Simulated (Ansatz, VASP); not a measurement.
# Si2N in VASP and in Ansatz

```
CELL_PARAMETERS angstrom
3.76875 0.00000 0.00000
0.00000 3.76875 0.00000
0.00000 0.00000 2.63201
ATOMIC_POSITIONS crystal
Si 0.00000 0.50000 0.50000
Si 0.50000 0.00000 0.50000
N 0.50000 0.50000 0.50000
```

Alike in both runs: task relaxation of cell and atoms; functional PBE; k mesh 12 × 12 × 18; occupations gaussian, width 0.1 eV; no spin polarisation.

|  | VASP | Ansatz |
| --- | --- | --- |
| version | VASP 6.6.1 | Ansatz 0.2.0 |
| potentials or method | VASP PAW PBE potentials, release 64 (Si, N), cutoff 600 eV | scalar-relativistic, plane waves, PAW |
| valence electrons in the cell | 13 | 13 |

```tsv
	VASP	Ansatz	Ansatz less VASP
gap on the k mesh at the Fermi level, each at its own relaxed structure (eV)	none	none	-
relaxed volume (Å³/atom)	12.45	12.46	+0.012
relaxed cell length with the largest relative difference (Å)	2.621	2.624	+0.0024
```

A gap of «none» marks a metal or a gap that the smearing closes.
